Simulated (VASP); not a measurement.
# Zn (P6_3/mmc) in VASP: notebook, part 2 of 2

VASP 6.6.1. The steps go on from the part before.

### 4 Relaxation of shape and atoms at fixed volume, PBEsol (13.82 Å³/atom)

This run uses another cell than the first one, of 13.82 Å³/atom.

File INCAR:

```
SYSTEM = Zn
ALGO = Fast
EDIFF = 1E-6
EDIFFG = -0.01
ENCUT = 600
GGA = PS
IBRION = 2
ISIF = 4
ISMEAR = 0
LASPH = .True.
LCHARG = .False.
LREAL = .False.
LWAVE = .False.
NELM = 60
NSW = 50
PREC = Accurate
SIGMA = 0.1
```

File KPOINTS:

```
k-points
0
Gamma
  18 18 8
  0 0 0
```

File POSCAR:

```
Zn
1.0
    2.5664904278      0.0000000000      0.0000000000
   -1.2832452139      2.2226459090      0.0000000000
    0.0000000000      0.0000000000      4.8456177528
Zn
2
Direct
    0.3333333333      0.6666666667      0.2500000000
    0.6666666667      0.3333333333      0.7500000000
```

Potentials or basis: VASP PAW PBE potentials, release 64 (Zn).

The run is started by

```console
cat potpaw_PBE.64/Zn/POTCAR > POTCAR
mpirun -np 1 vasp_std > vasp.out
```

OUTCAR:

```text
SYSTEM = Zn
   EDIFF = 1E-6
   EDIFFG = -0.01
   ENCUT = 600
   GGA = PS
   IBRION = 2
   ISIF = 4
   ISMEAR = 0
   LASPH = .True.
   LREAL = .False.
   NELM = 60
   NSW = 50
   PREC = Accurate

 ion  position               nearest neighbor table
   1  0.333  0.667  0.250-   2 2.84   2 2.84   2 2.84   2 2.84   2 2.84   2 2.84
   2  0.667  0.333  0.750-   1 2.84   1 2.84   1 2.84   1 2.84   1 2.84   1 2.84

  LATTYP: Found a hexagonal cell.
 ALAT       =     2.5664904278
 C/A-ratio  =     1.8880326614

  Lattice vectors:

 A1 = (   2.5664904278,   0.0000000000,   0.0000000000)
 A2 = (  -1.2832452139,   2.2226459090,   0.0000000000)
 A3 = (   0.0000000000,   0.0000000000,   4.8456177528)

Analysis of symmetry for initial positions (statically):
=====================================================================
 Subroutine PRICEL returns:
 Original cell was already a primitive cell.

 Routine SETGRP: Setting up the symmetry group for a
 hexagonal supercell.

 Subroutine GETGRP returns: Found 24 space group operations
 (whereof 12 operations were pure point group operations)
 out of a pool of 24 trial point group operations.

The static configuration has the point symmetry D_3d.
 The point group associated with its full space group is D_6h.

Analysis of symmetry for dynamics (positions and initial velocities):
=====================================================================
 Subroutine PRICEL returns:
 Original cell was already a primitive cell.

 Routine SETGRP: Setting up the symmetry group for a
 hexagonal supercell.

 Subroutine GETGRP returns: Found 24 space group operations
 (whereof 12 operations were pure point group operations)
 out of a pool of 24 trial point group operations.

The dynamic configuration has the point symmetry D_3d.
 The point group associated with its full space group is D_6h.

 Subroutine INISYM returns: Found 24 space group operations
 (whereof 12 operations are pure point group operations),
 and found     1 'primitive' translations

----------------------------------------------------------------------------------------

                                     Primitive cell

  volume of cell :      27.6413

  direct lattice vectors                    reciprocal lattice vectors
     2.566490428  0.000000000  0.000000000     0.389637144  0.224957110  0.000000000
    -1.283245214  2.222645909  0.000000000     0.000000000  0.449914220  0.000000000
     0.000000000  0.000000000  4.845617753     0.000000000  0.000000000  0.206372036

  length of vectors
     2.566490428  2.566490428  4.845617753     0.449914220  0.449914220  0.206372036

  position of ions in fractional coordinates (direct lattice)
     0.333333333  0.666666667  0.250000000
     0.666666667  0.333333333  0.750000000

  ion indices of the primitive-cell ions
   primitive index   ion index
                 1           1
                 2           2

----------------------------------------------------------------------------------------

 KPOINTS: k-points

Automatic generation of k-mesh.
 Grid dimensions read from file:
[... 26 lines left out ...]
  0.222222 -0.000000  0.000000      6.000000
  0.277778 -0.000000  0.000000      6.000000
[... 16 lines left out ...]
  0.333333  0.111111  0.000000     12.000000
  0.388889  0.111111  0.000000     12.000000
 [... further k-points ...]
   k-points           NKPTS =    185   k-points in BZ     NKDIM =    185   number of bands    NBANDS=     16
   number of dos      NEDOS =    301   number of ions     NIONS =      2
   total plane-waves  NPLWV =  23040
   dimension x,y,z NGX =    24 NGY =   24 NGZ =   40
   dimension x,y,z NGXF=    48 NGYF=   48 NGZF=   80
   ions per type =               2
   NGX,Y,Z   is equivalent  to a cutoff of  15.55, 15.55, 13.72 a.u.
   NGXF,Y,Z  is equivalent  to a cutoff of  31.09, 31.09, 27.45 a.u.
 SYSTEM =  Zn
   PREC   = accura    normal or accurate (medium, high low for compatibility)
   ISTART =      0    job   : 0-new  1-cont  2-samecut
   ICHARG =      2    charge: 1-file 2-atom 10-const
   ISPIN  =      1    spin polarized calculation?
   LNONCOLLINEAR =      F non collinear calculations
   LSORBIT =      F    spin-orbit coupling
   LASPH  =      T    aspherical Exc in radial PAW
   ENCUT  =  600.0 eV  44.10 Ry    6.64 a.u.   5.13  5.13  9.68*2*pi/ulx,y,z
   NELM   =     60;   NELMIN=  2; NELMDL= -5     # of ELM steps
   EDIFF  = 0.1E-05   stopping-criterion for ELM
   LREAL  =      F    real-space projection
   EDIFFG = -.1E-01   stopping-criterion for IOM
   NSW    =     50    number of steps for IOM
   IBRION =      2    ionic relax: 0-MD 1-quasi-New 2-CG
   NFREE  =      1    steps in history (QN), initial steepest desc. (CG)
   ISIF   =      4    stress and relaxation
   ISYM   =      2    0-nonsym 1-usesym 2-fastsym
   POTIM  = 0.5000    time-step for ionic-motion
   TEBEG  =    0.0;   TEEND  =   0.0 temperature during run
   PSTRESS=    0.0 pullay stress
   NELECT =      24.0000    total number of electrons
   NUPDOWN=      -1.0000    fix difference up-down
   EMIN   =  10.00;   EMAX   =-10.00  energy-range for DOS
   EFERMI =   0.00;   METHOD = LEGACY
   ISMEAR =     0;   SIGMA  =   0.10  broadening in eV -4-tet -1-fermi 0-gaus
   EFERMI_NEDOS =   21; number of points for ismear=-14 and -15
   IALGO  =     68    algorithm
   IMIX   =      4    mixing-type and parameters
     AMIX     =   0.40;   BMIX     =  1.00
     AMIX_MAG =   1.60;   BMIX_MAG =  1.00
  volume/ion in A,a.u.               =      13.82        93.27
  Fermi-wavevector in a.u.,A,eV,Ry     =   1.561800  2.951375 33.187613  2.439221
  Thomas-Fermi vector in A             =   2.664813
   LORBIT       =      0    0 simple, 1 ext, 2 COOP (PROOUT), +10 PAW based schemes
   GGA     = PS    functional components
   LHFCALC =     F    Hartree Fock is set to
   AEXX    =    0.0000 exact exchange contribution
   IVDW    =     0    specifies the selected vdW correction
   LEPSILON=     F    determine dielectric tensor
   LRPA    =     F    only Hartree local field effects (RPA)
 conjugate gradient relaxation of ions
 non-spin polarized calculation
 RMM-DIIS sequential band-by-band and
 Gauss-broadening in eV      SIGMA  =   0.10
  energy-cutoff  :      600.00
  volume of cell :       27.64
 maximum number of plane-waves:       939
 NGX is ok and might be reduce to    24
   NGX = 11   NGY = 11   NGZ = 19

--------------------------------------- Ionic step        1  -------------------------------------------

 number of electron      23.9999978 magnetization

 Free energy of the ion-electron system (eV)
  ---------------------------------------------------
  ext. energy  EPLUGINS =         0.00000000
  ---------------------------------------------------
  free energy    TOTEN  =        -3.16105463 eV

  energy without entropy =       -3.15890655  energy(sigma->0) =       -3.15998059

------------------------ aborting loop because EDIFF is reached ----------------------------------------

  FORCE on cell =-STRESS in cart. coord.  units (eV):
  Direction    XX          YY          ZZ          XY          YZ          ZX
  --------------------------------------------------------------------------------------
  -------------------------------------------------------------------------------------
  Total        0.7113790      0.7113790      0.3990074      0.0000000      0.0000000      0.0000000
  in kB       41.2337227     41.2337227     23.1276997      0.0000000      0.0000000      0.0000000
  external PRESSURE =      35.1983817 kB  Pullay stress =       0.0000000 kB
[... 131 lines left out ...]
--------------------------------------- Ionic step        5  -------------------------------------------

 number of electron      24.0000010 magnetization

 Free energy of the ion-electron system (eV)
  ---------------------------------------------------
  ext. energy  EPLUGINS =         0.00000000
  ---------------------------------------------------
  free energy    TOTEN  =        -3.16437489 eV

  energy without entropy =       -3.16240649  energy(sigma->0) =       -3.16339069

 E-fermi :   3.7780     XC(G=0): -12.2159

 val. band max:        3.7726791850   @ k =   0.3333   0.2778   0.1250
 cond. band min:       3.8408849099   @ k =   0.3333   0.1667   0.1250
 fundamental gap:      0.0682057249
 Fermi energy:         3.7779528410

 k-point     1 :       0.0000    0.0000    0.0000
  band No.  band energies     occupation
      1      -7.5544      2.00000
      2      -5.3721      2.00000
      3      -4.5120      2.00000
      4      -4.2603      2.00000
      5      -4.2603      2.00000
      6      -4.1946      2.00000
[... 433 lines left out ...]
      3      -4.8237      2.00000
      4      -4.2593      2.00000
      5      -4.1403      2.00000
      6      -4.1080      2.00000
[... 8 lines left out ...]
     15       9.7495      0.00000
     16      10.7896      0.00000

 [... further k-points ...]
[... 5 lines left out ...]
  --------------------------------------------------------------------------------------
  -------------------------------------------------------------------------------------
  Total        0.4813979      0.4813979      0.4740903      0.0000000      0.0000000      0.0000000
  in kB       27.9033071     27.9033071     27.4797343      0.0000000      0.0000000      0.0000000
  external PRESSURE =      27.7621162 kB  Pullay stress =       0.0000000 kB
[... 17 lines left out ...]
  FREE ENERGIE OF THE ION-ELECTRON SYSTEM (eV)
  ---------------------------------------------------
  free  energy   TOTEN  =        -3.1643748883 eV

  energy  without entropy=       -3.1624064878  energy(sigma->0) =       -3.16339069

 reached required accuracy - stopping structural energy minimisation
```

OSZICAR:

```text
N       E                     dE             d eps       ncg     rms          rms(c)
DAV:   1     0.100957624225E+03    0.10096E+03   -0.13978E+04  6080   0.268E+03
DAV:   2    -0.708960880263E+00   -0.10167E+03   -0.99954E+02  6096   0.320E+02
[... 37 lines left out ...]
   4 F= -.31643181E+01 E0= -.31634011E+01  d E =-.326349E-02
       N       E                     dE             d eps       ncg     rms          rms(c)
DAV:   1    -0.316620843616E+01   -0.18904E-02   -0.39067E-02  7160   0.191E+00    0.269E-01
RMM:   2    -0.316500810807E+01    0.12003E-02   -0.10198E-03  5920   0.390E-01    0.161E-01
RMM:   3    -0.316437408929E+01    0.63402E-03   -0.60575E-04  5920   0.212E-01    0.179E-02
RMM:   4    -0.316437508751E+01   -0.99822E-06   -0.30492E-05  5818   0.705E-02    0.824E-03
RMM:   5    -0.316437488835E+01    0.19916E-06   -0.25462E-06  3895   0.183E-02
   5 F= -.31643749E+01 E0= -.31633907E+01  d E =-.332026E-02
```

It took 2 min on 1 thread of Intel Xeon 6975P-C (Granite Rapids), shared host; peak memory 0.22 GiB.

What came out:

```
Free energy               : -3.1644 eV
Energy gained by relaxing : 1.7 meV/atom
Ionic steps               : 5
Pressure after relaxing   : 2.8 GPa
Band gap on the k mesh    : zero (bands 12 and 13 overlap by 4.37 eV)
```

Step by step:
```csv
step,energy change (eV),largest force (eV/Å),pressure (GPa),volume (Å³)
1,0.0000,0.0000,3.52,27.64
2,-0.0013,0.0000,3.34,27.64
3,-0.0032,0.0000,2.97,27.64
4,-0.0033,0.0000,2.49,27.64
5,-0.0033,0.0000,2.78,27.64
```

Final structure:
```
Zn
1.0
     2.59417    0.00000    0.00000
    -1.29709    2.24662    0.00000
     0.00000    0.00000    4.74276
Zn
2
Direct
  0.33333 0.66667 0.25000
  0.66667 0.33333 0.75000
```

Caveat: the PAW data sets were made with another functional, which shifts forces and pressure a little.

### 5 Relaxation of shape and atoms at fixed volume, PBEsol (14.68 Å³/atom)

This run uses another cell than the first one, of 14.68 Å³/atom.

File INCAR:

```
PREC = Accurate
ENCUT = 600
EDIFF = 1E-6
ISMEAR = 0
SIGMA = 0.1
LREAL = F
LASPH = T
NELM = 100
ALGO = Fast
ISIF = 4
LWAVE = F
LCHARG = F
GGA = PS
IBRION = 2
NSW = 50
EDIFFG = -0.01
```

File KPOINTS:

```
Automatic mesh
0
Gamma
  18 18 8
```

File POSCAR:

```
Zn
1.0
    2.6183526921      0.0000000000      0.0000000000
   -1.3091763461      2.2675599475      0.0000000000
    0.0000000000      0.0000000000      4.9435354018
Zn
2
Direct
    0.3333333333      0.6666666667      0.2500000000
    0.6666666667      0.3333333333      0.7500000000
```

The run is started by

```console
cat potpaw_PBE.64/Zn/POTCAR > POTCAR
mpirun -np 1 vasp_std > vasp.out
```

Run time: 80 s. Hardware: 1 thread of Intel Xeon 6975P-C (Granite Rapids), shared host; peak memory 0.22 GiB.

Results (log left out):

- Free energy: -3.1680 eV
- Energy gained by relaxing: 0.5 meV/atom
- Ionic steps: 3
- Pressure after relaxing: -1.7 GPa
- Band gap on the k mesh: zero (bands 12 and 13 overlap by 5.17 eV)

Stress tensor (GPa, compression positive):
```
-1.66  0.00  0.00
 0.00 -1.66  0.00
 0.00  0.00 -1.82
```

Step by step:
| step | energy change (eV) | largest force (eV/Å) | pressure (GPa) | volume (Å³) |
| --- | --- | --- | --- | --- |
| 1 | 0.0000 | 0.0000 | -2.18 | 29.35 |
| 2 | -0.0005 | 0.0000 | -1.91 | 29.35 |
| 3 | -0.0010 | 0.0000 | -1.72 | 29.35 |

Final structure:
```cif
data_structure
_symmetry_space_group_name_H-M 'P 1'
_symmetry_Int_Tables_number 1
_cell_length_a 2.6025
_cell_length_b 2.6025
_cell_length_c 5.0038
_cell_angle_alpha 90.000
_cell_angle_beta 90.000
_cell_angle_gamma 120.000
_cell_volume 29.35
loop_
_atom_site_label
_atom_site_type_symbol
_atom_site_fract_x
_atom_site_fract_y
_atom_site_fract_z
_atom_site_occupancy
Zn1 Zn 0.33333 0.66667 0.25000 1
Zn2 Zn 0.66667 0.33333 0.75000 1
```

Levels at points of the mesh, in eV from the Fermi level:
```
           k point  band 9  band 10  band 11  band 12  band 13  band 14  band 15  band 16
(0.00, 0.00, 0.00)   -7.34    -7.16    -7.16    -4.02    -3.44    12.72    16.60    18.59
(0.50, 0.00, 0.00)   -6.94    -6.92    -2.88    -2.05     2.46     3.55     4.09     5.71
(0.00, 0.00, 0.50)   -7.24    -7.24    -7.24    -7.24     4.00     4.00    19.86    19.86
(0.50, 0.00, 0.50)   -6.93    -6.93    -1.97    -1.97     0.30     0.30     9.87     9.87
```

Caveat: the PAW data sets were made with another functional, which shifts forces and pressure a little.

### 6 Relaxation of shape and atoms at fixed volume, PBEsol (15.10 Å³/atom)

This run uses another cell than the first one, of 15.10 Å³/atom.

File INCAR:

```
SYSTEM = Zn
ALGO = Normal
EDIFF = 1E-7
EDIFFG = -0.01
ENCUT = 600
GGA = PS
IBRION = 2
ISIF = 4
ISMEAR = 0
LASPH = .True.
LCHARG = .False.
LREAL = .False.
LWAVE = .False.
NELM = 100
NSW = 50
PREC = Accurate
SIGMA = 0.1
```

File KPOINTS:

```
k-points
0
Gamma
  18 18 8
  0 0 0
```

File POSCAR:

```
Zn
1.0
    2.6263070865      0.0000000000      0.0000000000
   -1.3131535433      2.2744486550      0.0000000000
    0.0000000000      0.0000000000      5.0567510039
Zn
2
Direct
    0.3333333333      0.6666666667      0.2500000000
    0.6666666667      0.3333333333      0.7500000000
```

Potentials or basis: VASP PAW PBE potentials, release 64 (Zn).

The run is started by

```console
cat potpaw_PBE.64/Zn/POTCAR > POTCAR
mpirun -np 1 vasp_std > vasp.out
```

Run time: 93 s. Hardware: 1 thread of Intel Xeon 6975P-C (Granite Rapids), shared host; peak memory 0.22 GiB.

It converged, with:

```
Free energy               : -3.1544 eV
Energy gained by relaxing : 0.4 meV/atom
Ionic steps               : 3
Pressure after relaxing   : -3.5 GPa
Band gap on the k mesh    : zero (bands 12 and 13 overlap by 5.34 eV)
```

Stress tensor (GPa, compression positive):
```
-3.44  0.00  0.00
 0.00 -3.44  0.00
 0.00  0.00 -3.58
```

The path:
```
step  energy change (eV)  largest force (eV/Å)  pressure (GPa)  volume (Å³)
   1              0.0000                0.0000           -3.85        30.21
   2             -0.0005                0.0000           -3.71        30.21
   3             -0.0008                0.0000           -3.49        30.21
```

Final structure:
```
CELL_PARAMETERS angstrom
2.61519 0.00000 0.00000
-1.30760 2.26482 0.00000
0.00000 0.00000 5.09983
ATOMIC_POSITIONS crystal
Zn 0.33333 0.66667 0.25000
Zn 0.66667 0.33333 0.75000
```

Levels at points of the mesh, in eV from the Fermi level:
```csv
k point,band 9,band 10,band 11,band 12,band 13,band 14,band 15,band 16
"(0.00, 0.00, 0.00)",-7.20,-7.03,-7.03,-3.84,-3.52,12.12,16.00,18.58
"(0.50, 0.00, 0.00)",-6.81,-6.80,-2.66,-1.88,2.39,3.62,3.94,5.71
"(0.00, 0.00, 0.50)",-7.11,-7.11,-7.11,-7.11,3.75,3.75,19.77,19.77
"(0.50, 0.00, 0.50)",-6.80,-6.80,-1.77,-1.77,0.37,0.37,9.61,9.61
```

Caveat: the PAW data sets were made with another functional, which shifts forces and pressure a little.

### 7 The runs side by side

```csv
cell,gap on the mesh (eV),pressure (GPa)
"relaxed from a = 2.564, b = 2.564, c = 4.705 Å, angles 90.0, 90.0, 120.0°, 2 atoms",none,6.2
"relaxed from a = 2.566, b = 2.566, c = 4.846 Å, angles 90.0, 90.0, 120.0°, 2 atoms",none,2.8
"relaxed from a = 2.618, b = 2.618, c = 4.944 Å, angles 90.0, 90.0, 120.0°, 2 atoms",none,-1.7
"relaxed from a = 2.626, b = 2.626, c = 5.057 Å, angles 90.0, 90.0, 120.0°, 2 atoms",none,-3.5
```

Alike in all rows: task relaxation of shape and atoms at fixed volume; level PBEsol; potentials or basis VASP PAW PBE potentials, release 64 (Zn); no spin polarisation; k mesh 18 × 18 × 8; cutoff (eV) 600; smearing gaussian 0.1 eV.

Caveats: the PAW data sets were made with another functional, which shifts forces and pressure a little.

Total energies depend on the potentials used, so only differences within one code and one set of settings carry meaning.
